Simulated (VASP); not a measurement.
KBr:

```
K Br
1.0
     3.97626    0.00000    0.00000
     0.00000    3.97626    0.00000
     0.00000    0.00000    3.97626
K Br
1 1
Cartesian
  0.0000 0.0000 0.0000
  1.9881 1.9881 1.9881
```

Program: VASP 6.6.1. Alike in all runs: task single point; no spin polarisation; cell as given.

Order these runs on this cell by their band gap on the k mesh, lowest first.
A. level PBE; potentials or basis VASP PAW PBE potentials, release 64 (K_sv, Br); k mesh 4 × 4 × 4; cutoff (eV) 500; smearing tetrahedron
B. level HSE06; potentials or basis VASP PAW PBE potentials, release 64 (K_sv, Br); k mesh 4 × 4 × 4; cutoff (eV) 520; smearing gaussian 0.01 eV; grid for exact exchange (PRECFOCK) Normal; screening parameter 0.2079 1/Å
C. level LDA; potentials or basis VASP PAW LDA potentials, release 64 (K_sv, Br); k mesh 2 × 2 × 2; cutoff (eV) 500; smearing gaussian 0.01 eV
D. level PBE-based screened hybrid; potentials or basis VASP PAW PBE potentials, release 64 (K_sv, Br); k mesh 4 × 4 × 4; cutoff (eV) 520; smearing gaussian 0.01 eV; grid for exact exchange (PRECFOCK) Normal; share of exact exchange 0.35; screening parameter 0.1 1/Å
E. level PBE0; potentials or basis VASP PAW PBE potentials, release 64 (K_sv, Br); k mesh 4 × 4 × 4; cutoff (eV) 520; smearing gaussian 0.01 eV; grid for exact exchange (PRECFOCK) Normal

C (3.48 eV), A (4.02 eV), B (5.19 eV), E (5.91 eV), D (6.16 eV).

Caveats: some runs use coarse meshes.

A k mesh can miss the band edges.
